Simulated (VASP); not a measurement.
# Si2Mo in VASP: a series of runs, part 2 of 2

VASP 6.6.1. The steps go on from the part before.

### 3 Single point, r2SCAN (biaxial strain in the a-b plane: -3.0 %, then relaxed in part)

File POSCAR:

```
Si2Mo
1.0
    3.1056969586      0.0000000000      0.0000000000
    0.0000000000      3.1056969586      0.0000000000
    0.0000000000      0.0000000000      7.9125481240
Si Mo
4 2
Direct
    0.0000000000      0.0000000000      0.3347597077
    0.5000000000      0.5000000000      0.1652402923
    0.5000000000      0.5000000000      0.8347597077
    0.0000000000      0.0000000000      0.6652402923
    0.0000000000      0.0000000000      0.0000000000
    0.5000000000      0.5000000000      0.5000000000
```

File INCAR.step1:

```
SYSTEM = Si2Mo
PREC     = Accurate       ! precision mode
ENCUT    = 550            ! plane-wave cutoff, eV
ISMEAR   = 0              ! smearing method
SIGMA    = 0.1            ! smearing width, eV
LREAL    = .False.        ! projectors in reciprocal space
LASPH    = .True.         ! aspherical terms in the spheres
NELM     = 120            ! most SCF steps
NBANDS   = 31             ! bands
GGA      = PE             ! functional
ALGO     = Normal         ! electronic algorithm
EDIFF    = 1E-5           ! SCF threshold, eV
LWAVE    = .True.         ! write WAVECAR
LCHARG   = .False.        ! write CHGCAR
GGA_COMPAT= .False.
```

File INCAR.step2:

```
SYSTEM = Si2Mo
PREC     = Accurate       ! precision mode
ENCUT    = 550            ! plane-wave cutoff, eV
EDIFF    = 1E-6           ! SCF threshold, eV
ISMEAR   = 0              ! smearing method
SIGMA    = 0.1            ! smearing width, eV
LREAL    = .False.        ! projectors in reciprocal space
LASPH    = .True.         ! aspherical terms in the spheres
NELM     = 120            ! most SCF steps
ALGO     = Normal         ! electronic algorithm
ISIF     = 2              ! what is computed and relaxed
LWAVE    = .False.        ! write WAVECAR
LCHARG   = .False.        ! write CHGCAR
METAGGA  = R2SCAN         ! meta-GGA
LMIXTAU  = .True.       
NBANDS   = 31             ! bands
ISTART   = 1            
GGA_COMPAT= .False.
```

File KPOINTS:

```
regular mesh
0
Gamma
  12 12 6
  0 0 0
```

Potentials or basis: VASP PAW PBE potentials, release 64 (Si, Mo_sv).

Run with:

```
$ cat potpaw_PBE.64/Si/POTCAR potpaw_PBE.64/Mo_sv/POTCAR > POTCAR
$ cp INCAR.step1 INCAR
$ mpirun -np 1 vasp_std > vasp.out
$ cp INCAR.step2 INCAR
$ mpirun -np 1 vasp_std > vasp.out
```

OUTCAR:

```text
SYSTEM = Si2Mo
   PREC = Accurate
   ENCUT = 550
   EDIFF = 1E-6
   ISMEAR = 0
   LREAL = .False.
   LASPH = .True.
   NELM = 120
   ISIF = 2
   METAGGA = R2SCAN
   ISTART = 1

 ion  position               nearest neighbor table
   1  0.000  0.000  0.335-   6 2.56   6 2.56   6 2.56   6 2.56   2 2.57   2 2.57   2 2.57   2 2.57
                             4 2.61   5 2.65
   2  0.500  0.500  0.165-   5 2.56   5 2.56   5 2.56   5 2.56   1 2.57   1 2.57   1 2.57   1 2.57
                             3 2.61   6 2.65
   3  0.500  0.500  0.835-   5 2.56   5 2.56   5 2.56   5 2.56   4 2.57   4 2.57   4 2.57   4 2.57
                             2 2.61   6 2.65
   4  0.000  0.000  0.665-   6 2.56   6 2.56   6 2.56   6 2.56   3 2.57   3 2.57   3 2.57   3 2.57
                             1 2.61   5 2.65
   5  0.000  0.000  0.000-   2 2.56   3 2.56   2 2.56   3 2.56   2 2.56   3 2.56   2 2.56   3 2.56
                             1 2.65   4 2.65
   6  0.500  0.500  0.500-   1 2.56   4 2.56   1 2.56   4 2.56   1 2.56   4 2.56   1 2.56   4 2.56
                             3 2.65   2 2.65

  LATTYP: Found a simple tetragonal cell.
 ALAT       =     3.1056969586
 C/A-ratio  =     2.5477528006

  Lattice vectors:

 A1 = (   3.1056969586,   0.0000000000,   0.0000000000)
 A2 = (   0.0000000000,   3.1056969586,   0.0000000000)
 A3 = (   0.0000000000,   0.0000000000,   7.9125481240)

Analysis of symmetry for initial positions (statically):
=====================================================================
 Subroutine PRICEL returns following result:

  LATTYP: Found a body centered tetragonal cell.
 ALAT       =     3.1056969586
 C/A-ratio  =     2.5477528006

  Lattice vectors:

 A1 = (  -1.5528484793,   1.5528484793,   3.9562740620)
 A2 = (   1.5528484793,  -1.5528484793,   3.9562740620)
 A3 = (   1.5528484793,   1.5528484793,  -3.9562740620)

   2 primitive cells build up your supercell.

 Routine SETGRP: Setting up the symmetry group for a
 simple tetragonal supercell.

 Subroutine GETGRP returns: Found 16 space group operations
 (whereof 16 operations were pure point group operations)
 out of a pool of 16 trial point group operations.

The static configuration has the point symmetry D_4h.

Analysis of symmetry for dynamics (positions and initial velocities):
=====================================================================
 Subroutine PRICEL returns following result:

  LATTYP: Found a body centered tetragonal cell.
 ALAT       =     3.1056969586
 C/A-ratio  =     2.5477528006

  Lattice vectors:

 A1 = (  -1.5528484793,   1.5528484793,   3.9562740620)
 A2 = (   1.5528484793,  -1.5528484793,   3.9562740620)
 A3 = (   1.5528484793,   1.5528484793,  -3.9562740620)

   2 primitive cells build up your supercell.

 Routine SETGRP: Setting up the symmetry group for a
 simple tetragonal supercell.

 Subroutine GETGRP returns: Found 16 space group operations
 (whereof 16 operations were pure point group operations)
 out of a pool of 16 trial point group operations.

The dynamic configuration has the point symmetry D_4h.

 Subroutine INISYM returns: Found 16 space group operations
 (whereof 16 operations are pure point group operations),
 and found     2 'primitive' translations

[... 46 lines left out ...]
 Subroutine IBZKPT returns following result:
 ===========================================

 Found    112 irreducible k-points:

 Following reciprocal coordinates:
            Coordinates               Weight
  0.000000  0.000000  0.000000      1.000000
  0.083333  0.000000  0.000000      4.000000
  0.166667  0.000000  0.000000      4.000000
  0.250000  0.000000  0.000000      4.000000
  0.333333  0.000000  0.000000      4.000000
  0.416667  0.000000  0.000000      4.000000
[... 16 lines left out ...]
  0.333333  0.333333  0.000000      4.000000
  0.416667  0.333333  0.000000      8.000000
 [... further k-points ...]
   k-points           NKPTS =    112   k-points in BZ     NKDIM =    112   number of bands    NBANDS=     31
[... 19 lines left out ...]
   EDIFFG = 0.1E-04   stopping-criterion for IOM
   NSW    =      0    number of steps for IOM
   IBRION =     -1    ionic relax: 0-MD 1-quasi-New 2-CG
   NFREE  =      0    steps in history (QN), initial steepest desc. (CG)
   ISIF   =      2    stress and relaxation
   ISYM   =      2    0-nonsym 1-usesym 2-fastsym
   POTIM  = 0.5000    time-step for ionic-motion
   TEBEG  =    0.0;   TEEND  =   0.0 temperature during run
   PSTRESS=    0.0 pullay stress
   NELECT =      44.0000    total number of electrons
   NUPDOWN=      -1.0000    fix difference up-down
   EMIN   =  10.00;   EMAX   =-10.00  energy-range for DOS
   EFERMI =   0.00;   METHOD = LEGACY
   ISMEAR =     0;   SIGMA  =   0.10  broadening in eV -4-tet -1-fermi 0-gaus
   EFERMI_NEDOS =   21; number of points for ismear=-14 and -15
   IALGO  =     38    algorithm
   IMIX   =      4    mixing-type and parameters
     AMIX     =   0.40;   BMIX     =  1.00
     AMIX_MAG =   1.60;   BMIX_MAG =  1.00
  volume/ion in A,a.u.               =      12.72        85.84
  Fermi-wavevector in a.u.,A,eV,Ry     =   1.362535  2.574817 25.259225  1.856501
  Thomas-Fermi vector in A             =   2.489016
   LORBIT       =      0    0 simple, 1 ext, 2 COOP (PROOUT), +10 PAW based schemes
   METAGGA = R2SCAN    functional components
   LHFCALC =     F    Hartree Fock is set to
   AEXX    =    0.0000 exact exchange contribution
   IVDW    =     0    specifies the selected vdW correction
   LEPSILON=     F    determine dielectric tensor
   LRPA    =     F    only Hartree local field effects (RPA)
 non-spin polarized calculation
 Gauss-broadening in eV      SIGMA  =   0.10
  energy-cutoff  :      550.00
  volume of cell :       76.32
 maximum number of plane-waves:      2280
 NGX is ok and might be reduce to    24

 number of electron      43.9999996 magnetization

 Free energy of the ion-electron system (eV)
  ---------------------------------------------------
  ext. energy  EPLUGINS =         0.00000000
  ---------------------------------------------------
  free energy    TOTEN  =       -89.77837205 eV

  energy without entropy =      -89.77454915  energy(sigma->0) =      -89.77646060

 E-fermi :  13.2582     XC(G=0): -13.6759

 val. band max:       13.2090988900   @ k =   0.0833   0.0000   0.3333
 cond. band min:      13.2775223449   @ k =   0.0833   0.0000   0.0000
 fundamental gap:      0.0684234549
 Fermi energy:        13.2581764052

 k-point     1 :       0.0000    0.0000    0.0000
  band No.  band energies     occupation
      1     -49.4599      2.00000
      2     -49.4591      2.00000
      3     -23.0035      2.00000
      4     -22.9714      2.00000
      5     -22.7855      2.00000
      6     -22.7855      2.00000
[... 805 lines left out ...]
     30      17.4291      0.00000
     31      19.0294      0.00000

 [... further k-points ...]
[... 5 lines left out ...]
  --------------------------------------------------------------------------------------
  -------------------------------------------------------------------------------------
  Total        8.2832608      8.2832608      0.2108208      0.0000000      0.0000000      0.0000000
  in kB      173.8911189    173.8911189      4.4257777      0.0000000      0.0000000      0.0000000
  external PRESSURE =     117.4026719 kB  Pullay stress =       0.0000000 kB

 VOLUME and BASIS-vectors are now :
 -----------------------------------------------------------------------------
  energy-cutoff  :      550.00
  volume of cell :       76.32
      direct lattice vectors                 reciprocal lattice vectors
     3.105696959  0.000000000  0.000000000     0.321988917  0.000000000  0.000000000
     0.000000000  3.105696959  0.000000000     0.000000000  0.321988917  0.000000000
     0.000000000  0.000000000  7.912548124     0.000000000  0.000000000  0.126381538

 POSITION                                       TOTAL-FORCE (eV/Angst)
 -----------------------------------------------------------------------------------
      0.00000      0.00000      2.64880         0.000000     -0.000000     -0.019868
      1.55285      1.55285      1.30747         0.000000     -0.000000      0.019868
      1.55285      1.55285      6.60508         0.000000     -0.000000     -0.019868
      0.00000      0.00000      5.26375         0.000000     -0.000000      0.019868
      0.00000      0.00000      0.00000         0.000000     -0.000000      0.000000
      1.55285      1.55285      3.95627        -0.000000      0.000000      0.000000
 -----------------------------------------------------------------------------------
    total drift:                                0.000000      0.000000     -0.000000

  FREE ENERGIE OF THE ION-ELECTRON SYSTEM (eV)
  ---------------------------------------------------
  free  energy   TOTEN  =       -89.7783720450 eV

  energy  without entropy=      -89.7745491545  energy(sigma->0) =      -89.77646060
```

It took 4.5 min on 1 thread of Intel Xeon 6975P-C (Granite Rapids), shared host; peak memory 0.35 GiB.

What came out:

```yaml
Free_energy: -89.7784 eV
Pressure: 11.7 GPa
Largest_force: 0.020 eV/Å
Band_gap_on_the_k_mesh: zero (bands 22 and 23 overlap by 0.95 eV)
```

Forces on the atoms (eV/Å):
```
Si   0.000  0.000 -0.020
Si   0.000  0.000  0.020
Si   0.000  0.000 -0.020
Si   0.000  0.000  0.020
Mo   0.000  0.000  0.000
Mo   0.000  0.000  0.000
```

Levels at points of the mesh, in eV from the Fermi level:
```tsv
k point	band 20	band 21	band 22	band 23	band 24	band 25
(0.00, 0.00, 0.00)	-0.85	-0.43	-0.43	0.44	0.57	2.99
(0.50, 0.00, 0.00)	-2.83	-0.83	-0.83	1.91	1.91	3.55
(0.50, 0.50, 0.00)	-3.92	-1.47	-1.47	2.83	2.83	3.01
(0.00, 0.00, 0.50)	-2.33	0.51	0.51	1.83	1.83	1.83
(0.50, 0.00, 0.50)	-2.87	-0.67	-0.67	2.68	2.68	3.46
(0.50, 0.50, 0.50)	-2.63	-2.63	-2.63	0.25	0.25	2.83
```

Caveat: the cell differs from its parent crystal (biaxial strain in the a-b plane: -3.0 %, then relaxed in part); the stress differs along the axes, from 0 to 17 GPa; the PAW data sets were made with another functional, which shifts forces and pressure a little.

### 4 Single point, r2SCAN (biaxial strain in the a-b plane: -3.0 %)

File POSCAR:

```
Si2Mo
1.0
    3.1056969586      0.0000000000      0.0000000000
    0.0000000000      3.1056969586      0.0000000000
    0.0000000000      0.0000000000      7.9594039090
Si Mo
4 2
Direct
    0.0000000000      0.0000000000      0.3351180294
    0.5000000000      0.5000000000      0.1648819706
    0.5000000000      0.5000000000      0.8351180294
    0.0000000000      0.0000000000      0.6648819706
    0.0000000000      0.0000000000      0.0000000000
    0.5000000000      0.5000000000      0.5000000000
```

File INCAR.step1:

```
ALGO     = Normal         # electronic algorithm
EDIFF    = 1E-5           # SCF threshold, eV
ENCUT    = 550            # plane-wave cutoff, eV
GGA      = PE             # functional
GGA_COMPAT= F            
ISMEAR   = 0              # smearing method
LASPH    = T              # aspherical terms in the spheres
LCHARG   = F              # write CHGCAR
LREAL    = F              # projectors in reciprocal space
LWAVE    = T              # write WAVECAR
NBANDS   = 31             # bands
NELM     = 120            # most SCF steps
PREC     = Accurate       # precision mode
SIGMA    = 0.1            # smearing width, eV
```

File INCAR.step2:

```
ALGO     = Normal         # electronic algorithm
EDIFF    = 1E-6           # SCF threshold, eV
ENCUT    = 550            # plane-wave cutoff, eV
GGA_COMPAT= F            
ISIF     = 2              # what is computed and relaxed
ISMEAR   = 0              # smearing method
ISTART   = 1            
LASPH    = T              # aspherical terms in the spheres
LCHARG   = T              # write CHGCAR
LELF     = T              # ELF
LMIXTAU  = T            
LREAL    = F              # projectors in reciprocal space
LVHAR    = T            
LWAVE    = F              # write WAVECAR
METAGGA  = R2SCAN         # meta-GGA
NBANDS   = 31             # bands
NELM     = 120            # most SCF steps
PREC     = Accurate       # precision mode
SIGMA    = 0.1            # smearing width, eV
```

File KPOINTS:

```
k-points
0
Gamma
  12 12 6
```

Run with:

```
$ cat potpaw_PBE.64/Si/POTCAR potpaw_PBE.64/Mo_sv/POTCAR > POTCAR
$ cp INCAR.step1 INCAR
$ mpirun -np 1 vasp_std > vasp.out
$ cp INCAR.step2 INCAR
$ mpirun -np 1 vasp_std > vasp.out
```

Run time: 4.2 min. Hardware: 1 thread of Intel Xeon 6975P-C (Granite Rapids), shared host; peak memory 0.36 GiB.

It converged, with:

```
Free energy            : -89.7749 eV
Pressure               : 10.2 GPa
Largest force          : 0.052 eV/Å
Band gap on the k mesh : zero (bands 22 and 23 overlap by 0.93 eV)
```

Forces in eV/Å, atoms in the order of the input:
```
Si   0.000  0.000 -0.052
Si   0.000  0.000  0.052
Si   0.000  0.000 -0.052
Si   0.000  0.000  0.052
Mo   0.000  0.000  0.000
Mo   0.000  0.000  0.000
```

Stress tensor (GPa, compression positive):
```
16.60  0.00  0.00
 0.00 16.60  0.00
 0.00  0.00 -2.63
```

Levels at points of the mesh, in eV from the Fermi level:
```tsv
k point	band 18	band 19	band 20	band 21	band 22	band 23	band 24	band 25	band 26	band 27
(0.00, 0.00, 0.00)	-2.62	-0.87	-0.87	-0.39	-0.39	0.45	0.57	3.02	3.88	4.02
(0.50, 0.00, 0.00)	-3.35	-2.81	-2.81	-0.81	-0.81	1.87	1.87	3.52	3.52	3.99
(0.50, 0.50, 0.00)	-5.01	-3.95	-3.95	-1.50	-1.50	2.82	2.82	2.92	2.92	2.97
(0.00, 0.00, 0.50)	-2.30	-2.30	-2.30	0.51	0.51	1.82	1.82	1.82	1.82	2.37
(0.50, 0.00, 0.50)	-3.13	-2.85	-2.85	-0.66	-0.66	2.66	2.66	3.49	3.49	3.86
(0.50, 0.50, 0.50)	-3.26	-2.66	-2.66	-2.66	-2.66	0.19	0.19	2.82	2.82	3.90
```

Caveat: the cell differs from its parent crystal (biaxial strain in the a-b plane: -3.0 %); the stress differs along the axes, from -3 to 17 GPa; the PAW data sets were made with another functional, which shifts forces and pressure a little.

### 5 Single point, r2SCAN

This run uses another cell than the first one: it holds 3 atoms, not 6.

File POSCAR:

```
Si2Mo
1.0
   -1.5882512140      1.5882512140      3.8856832718
    1.5882512140     -1.5882512140      3.8856832718
    1.5882512140      1.5882512140     -3.8856832718
Si Mo
2 1
Direct
    0.3349466593      0.3349466593      0.0000000000
    0.6650533407      0.6650533407      0.0000000000
    0.0000000000      0.0000000000      0.0000000000
```

File INCAR.step1:

```
SYSTEM = Si2Mo
  PREC = Accurate
  ENCUT = 520
  ISMEAR = 0
  SIGMA = 0.1
  LREAL = .False.
  LASPH = .True.
  NELM = 100
  NBANDS = 18
  GGA = PE
  ALGO = Normal
  EDIFF = 1E-4
  LWAVE = .True.
  LCHARG = .False.
```

File INCAR.step2:

```
SYSTEM = Si2Mo
  PREC = Accurate
  ENCUT = 520
  EDIFF = 1E-6
  ISMEAR = 0
  SIGMA = 0.1
  LREAL = .False.
  LASPH = .True.
  NELM = 100
  ALGO = Normal
  ISIF = 2
  LWAVE = .False.
  LCHARG = .False.
  METAGGA = R2SCAN
  LMIXTAU = .True.
  NBANDS = 18
  ISTART = 1
```

File KPOINTS:

```
regular mesh
0
Gamma
  18 18 18
  0 0 0
```

Run with:

```
$ cat potpaw_PBE.64/Si/POTCAR potpaw_PBE.64/Mo_sv/POTCAR > POTCAR
$ cp INCAR.step1 INCAR
$ mpirun -np 1 vasp_std > vasp.out
$ cp INCAR.step2 INCAR
$ mpirun -np 1 vasp_std > vasp.out
```

Run time: 11 min. Hardware: 1 thread of Intel Xeon 6975P-C (Granite Rapids), shared host; peak memory 0.46 GiB.

Results (log left out):

```yaml
Free_energy: -45.0014 eV
Pressure: 5.4 GPa
Largest_force: 0.011 eV/Å
Band_gap_on_the_k_mesh: zero (bands 11 and 12 overlap by 1.04 eV)
```

Forces in eV/Å, atoms in the order of the input:
```
Si   0.000  0.000 -0.011
Si   0.000  0.000  0.011
Mo   0.000  0.000  0.000
```

Stress tensor (GPa, compression positive):
```
5.46 0.00 0.00
0.00 5.46 0.00
0.00 0.00 5.38
```

Levels at points of the mesh, in eV from the Fermi level:
| k point | band 9 | band 10 | band 11 | band 12 | band 13 | band 14 |
| --- | --- | --- | --- | --- | --- | --- |
| (0.00, 0.00, 0.00) | -2.88 | -2.88 | 0.37 | 3.29 | 3.62 | 3.76 |
| (0.50, 0.00, 0.00) | -2.84 | -2.76 | -0.59 | 2.60 | 3.30 | 4.52 |
| (0.50, 0.50, 0.00) | -4.81 | -3.36 | -1.38 | 2.68 | 3.12 | 3.49 |
| (0.50, 0.50, 0.50) | -0.64 | -0.64 | -0.56 | -0.56 | 0.52 | 5.21 |

Caveat: the cell stands under pressure; the PAW data sets were made with another functional, which shifts forces and pressure a little.

### 6 Single point, r2SCAN

This run uses another cell than the first one: it holds 3 atoms, not 6.

File POSCAR:

```
Si2Mo
1.0
   -1.5955892266      1.5955892266      3.8997993901
    1.5955892266     -1.5955892266      3.8997993901
    1.5955892266      1.5955892266     -3.8997993901
Si Mo
2 1
Direct
    0.3351328805      0.3351328805      0.0000000000
    0.6648671195      0.6648671195      0.0000000000
    0.0000000000      0.0000000000      0.0000000000
```

File INCAR.step1:

```
  ALGO = Normal
  EDIFF = 1E-4
  ENCUT = 520
  GGA = PE
  ISMEAR = 0
  LASPH = True
  LCHARG = False
  LREAL = False
  LWAVE = True
  NBANDS = 18
  NELM = 100
  PREC = Accurate
  SIGMA = 0.1
```

File INCAR.step2:

```
  ALGO = Normal
  EDIFF = 1E-7
  ENCUT = 520
  ISIF = 2
  ISMEAR = 0
  ISTART = 1
  LASPH = True
  LCHARG = False
  LMIXTAU = True
  LREAL = False
  LWAVE = False
  METAGGA = R2SCAN
  NBANDS = 18
  NELM = 100
  PREC = Accurate
  SIGMA = 0.1
```

File KPOINTS:

```
k-points
0
Gamma
  18 18 18
```

Potentials or basis: VASP PAW PBE potentials, release 64 (Si, Mo_sv).

Run with:

```
$ cat potpaw_PBE.64/Si/POTCAR potpaw_PBE.64/Mo_sv/POTCAR > POTCAR
$ cp INCAR.step1 INCAR
$ mpirun -np 1 vasp_std > vasp.out
$ cp INCAR.step2 INCAR
$ mpirun -np 1 vasp_std > vasp.out
```

It took 14 min on 1 thread of Intel Xeon 6975P-C (Granite Rapids), shared host; peak memory 0.46 GiB.

Results (log left out):

```
Free energy            : -45.0139 eV
Pressure               : 2.4 GPa
Largest force          : 0.007 eV/Å
Band gap on the k mesh : zero (bands 11 and 12 overlap by 1.03 eV)
```

Forces on the atoms (eV/Å):
```
Si   0.000  0.000 -0.007
Si   0.000  0.000  0.007
Mo   0.000  0.000  0.000
```

Stress tensor (GPa, compression positive):
```
2.45 0.00 0.00
0.00 2.45 0.00
0.00 0.00 2.34
```

Levels at points of the mesh, in eV from the Fermi level:
```
           k point  band 9  band 10  band 11  band 12  band 13  band 14
(0.00, 0.00, 0.00)   -2.84    -2.84     0.35     3.36     3.53     3.70
(0.50, 0.00, 0.00)   -2.81    -2.71    -0.57     2.55     3.28     4.50
(0.50, 0.50, 0.00)   -4.76    -3.30    -1.39     2.63     3.06     3.46
(0.50, 0.50, 0.50)   -0.62    -0.62    -0.57    -0.57     0.50     5.17
```

Caveat: the PAW data sets were made with another functional, which shifts forces and pressure a little.

### 7 Summary

```csv
cell,k mesh,cutoff (eV),gap on the mesh (eV),pressure (GPa),largest force (eV/Å)
"a = 3.298, b = 3.179, c = 7.790 Å, 6 atoms, atomic positions A",12 × 12 × 6,520,none,-3.2,-
"a = 3.106, b = 3.106, c = 7.913 Å, 6 atoms, atomic positions B",12 × 12 × 6,550,none,11.7,0.02
"a = 3.106, b = 3.106, c = 7.959 Å, 6 atoms, atomic positions C",12 × 12 × 6,550,none,10.2,0.05
"a = 4.488 Å, angles 138.6, 138.6, 60.1°, 3 atoms, atomic positions D",18 × 18 × 18,520,none,5.4,0.01
"a = 4.506 Å, angles 138.5, 138.5, 60.1°, 3 atoms, atomic positions E",18 × 18 × 18,520,none,2.4,0.01
```

Alike in all rows: task single point; level r2SCAN; potentials or basis VASP PAW PBE potentials, release 64 (Si, Mo_sv); no spin polarisation; smearing gaussian 0.1 eV.

Caveats: the PAW data sets were made with another functional, which shifts forces and pressure a little; the stress differs along the axes, from -10 to 0 GPa (at least some runs); the stress differs along the axes, from 0 to 17 GPa (at least some runs); the stress differs along the axes, from -3 to 17 GPa (at least some runs); the cell stands under pressure (at least some runs).

Total energies depend on the potentials used, so only differences within one code and one set of settings carry meaning.

The gap in the log of VASP goes by the Fermi energy; the results here count the filled bands.